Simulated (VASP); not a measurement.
Sr, 1 atom in the cell. It takes space group Fm-3m (No. 225, cubic). Conventional cell: a = 5.806 Å, b = 5.806 Å, c = 5.806 Å, α = 90.00°, β = 90.00°, γ = 90.00°. Within 5.4 Å of Sr (site symmetry m-3m) lie 12 Sr at 4.11 Å. 

```yaml
Program: VASP 6.6.1
Task: single point
Functional: LDA
Potentials_or_basis: VASP PAW LDA potentials, release 64 (Sr_sv)
Cutoff: 500 eV
k_mesh: 9 × 9 × 9
Occupations: gaussian, width 0.3 eV
Spin: no spin polarisation
Dipole_correction: no
Further_INCAR_settings: ALGO = Normal; EDIFF = 1e-06; NBANDS = 11
```

Potentials or basis: VASP PAW LDA potentials, release 64 (Sr_sv).

Launch:

```console
$ cat potpaw_LDA.64/Sr_sv/POTCAR > POTCAR
$ mpirun -np 1 vasp_std > vasp.out
```

Hardware: 1 thread of AMD EPYC 7R13 Processor (Zen 3), with other jobs on the host.

Task: How long does it take, and how much memory?

Result: Run time: 16 s on 1 thread of AMD EPYC 7R13 Processor (Zen 3) (shared host), peak memory 0.12 GiB. Counts: scf iterations 11, k points 35.
